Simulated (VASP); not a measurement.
Na2AlGeP3O12: electric field gradients with PBE

The system is Na2AlGeP3O12.

```
Na Al Ge P O
1.0
     7.36317   -4.21283    0.00000
     7.36317    4.21283    0.00000
    -4.88401    0.00000    7.19751
Na Al Ge P O
4 2 2 6 24
Direct
  0.38715 0.61391 0.74895
  0.61391 0.38715 0.24895
  0.99932 0.49863 0.49645
  0.49863 0.99932 0.99645
  0.85839 0.35324 0.06121
  0.35324 0.85839 0.56121
  0.14225 0.64907 0.94322
  0.64907 0.14225 0.44322
  0.75394 0.53806 0.75186
  0.03785 0.96600 0.75374
  0.46526 0.24507 0.75499
  0.96600 0.03785 0.25374
  0.53806 0.75394 0.25186
  0.24507 0.46526 0.25499
  0.76896 0.50737 0.91793
  0.00796 0.13963 0.92320
  0.63646 0.27766 0.92914
  0.13963 0.00796 0.42320
  0.50737 0.76896 0.41793
  0.27766 0.63646 0.42914
  0.23913 0.48460 0.08086
  0.98190 0.86048 0.07491
  0.36203 0.72983 0.06953
  0.86048 0.98190 0.57491
  0.48460 0.23913 0.58086
  0.72983 0.36203 0.56953
  0.07041 0.43625 0.22780
  0.93008 0.22217 0.22893
  0.71941 0.57300 0.22695
  0.22217 0.93008 0.72893
  0.43625 0.07041 0.72780
  0.57300 0.71941 0.72695
  0.93237 0.56181 0.77021
  0.06785 0.77472 0.76940
  0.27742 0.43036 0.77073
  0.77472 0.06785 0.26940
  0.56181 0.93237 0.27021
  0.43036 0.27742 0.27073
```

```
Program                : VASP 6.6.1
Task                   : electric field gradients
Functional             : PBE
Potentials or basis    : VASP PAW PBE potentials, release 64 (Na_pv, Al, Ge_d, P, O)
Cutoff                 : 520 eV
k mesh                 : 3 × 3 × 3
Occupations            : fermi-dirac, width 0.02 eV
Spin                   : no spin polarisation
Dipole correction      : no
Further INCAR settings : LREAL = Auto; ALGO = Normal; EDIFF = 1e-08; NBANDS = 143
```

```json
{
 "Pressure": "0.4 GPa",
 "Largest force": "0.334 eV/Å",
 "Band gap on the k mesh": "2.94 eV",
 "Largest electric field gradient by atom": "Na -18.2, -15.2 (each value once); Al -4.8; Ge -11.2; P +18.2, -25.9, -34.4 (each value once); O +100.7, +101.5, +101.2, +130.6, +134.3, +128.4, +100.6, +103.6, +103.5, +128.2, +127.1, +126.8 (each value once) V/Å²"
}
```

Forces in eV/Å, atoms in the order of the input:
```
Na   0.005 -0.033 -0.021
Na   0.005  0.033 -0.021
Na   0.006 -0.005 -0.023
Na   0.006  0.005 -0.023
Al  -0.031 -0.018  0.008
Al  -0.031  0.018  0.008
Ge   0.024  0.033 -0.001
Ge   0.024 -0.033 -0.001
P   -0.015  0.022 -0.038
P   -0.001  0.003  0.041
P    0.279  0.154  0.101
P   -0.001 -0.003  0.041
P   -0.015 -0.022 -0.038
P    0.279 -0.154  0.101
O   -0.013 -0.096 -0.108
O   -0.116  0.081  0.063
O   -0.022  0.109  0.048
O   -0.116 -0.081  0.063
O   -0.013  0.096 -0.108
O   -0.022 -0.109  0.048
O    0.055  0.046  0.143
O    0.012 -0.120 -0.109
O    0.015 -0.022 -0.041
O    0.012  0.120 -0.109
O    0.055 -0.046  0.143
O    0.015  0.022 -0.041
O   -0.132  0.099 -0.030
O    0.035  0.019  0.054
O    0.057  0.129  0.044
O    0.035 -0.019  0.054
O   -0.132 -0.099 -0.030
O    0.057 -0.129  0.044
O   -0.037 -0.092 -0.033
O   -0.107 -0.007 -0.046
O   -0.013 -0.102 -0.050
O   -0.107  0.007 -0.046
O   -0.037  0.092 -0.033
O   -0.013  0.102 -0.050
```

Stress tensor (GPa, compression positive):
```
0.53 0.00 0.08
0.00 0.23 0.00
0.08 0.00 0.30
```

Levels at points of the mesh, in eV from the valence-band top:
```csv
k point,band 115,band 116,band 117,band 118,band 119,band 120,band 121,band 122
"(0.00, 0.00, 0.00)",-0.49,-0.38,-0.35,0.00,2.94,5.54,5.73,7.55
```

Electric field gradients, principal values (V/Å²):
```tsv
atom	least	middle	greatest (by size)
1 Na	4.174	14.018	-18.192
2 Na	4.174	14.018	-18.192
3 Na	5.349	9.836	-15.185
4 Na	5.349	9.836	-15.185
5 Al	1.754	3.037	-4.791
6 Al	1.754	3.037	-4.791
7 Ge	2.559	8.620	-11.179
8 Ge	2.559	8.620	-11.179
9 P	-2.336	-15.902	18.238
10 P	7.499	18.385	-25.884
11 P	9.055	25.331	-34.386
12 P	7.499	18.385	-25.884
13 P	-2.336	-15.902	18.238
14 P	9.055	25.331	-34.386
15 O	-47.086	-53.636	100.722
16 O	-45.846	-55.657	101.503
17 O	-37.837	-63.316	101.153
18 O	-45.846	-55.657	101.503
19 O	-47.086	-53.636	100.722
20 O	-37.837	-63.316	101.153
21 O	-49.605	-81.000	130.605
22 O	-49.167	-85.143	134.311
23 O	-41.219	-87.142	128.360
24 O	-49.167	-85.143	134.311
25 O	-49.605	-81.000	130.605
26 O	-41.219	-87.142	128.360
27 O	-34.842	-65.784	100.626
28 O	-38.591	-65.028	103.620
29 O	-43.062	-60.481	103.543
30 O	-38.591	-65.028	103.620
31 O	-34.842	-65.784	100.626
32 O	-43.062	-60.481	103.543
33 O	-35.915	-92.313	128.228
34 O	-38.379	-88.763	127.142
35 O	-41.146	-85.634	126.780
36 O	-38.379	-88.763	127.142
37 O	-35.915	-92.313	128.228
38 O	-41.146	-85.634	126.780
```

Run time: 2.5 min on 1 × NVIDIA H100 80GB with 1 thread of AMD EPYC 7R13 Processor (Zen 3), with other jobs on the host, peak memory 1.8 GiB.

Caveat: without QUAD_EFG the Cq values of the log hold for a quadrupole moment of 1 mb, not for the nuclei.
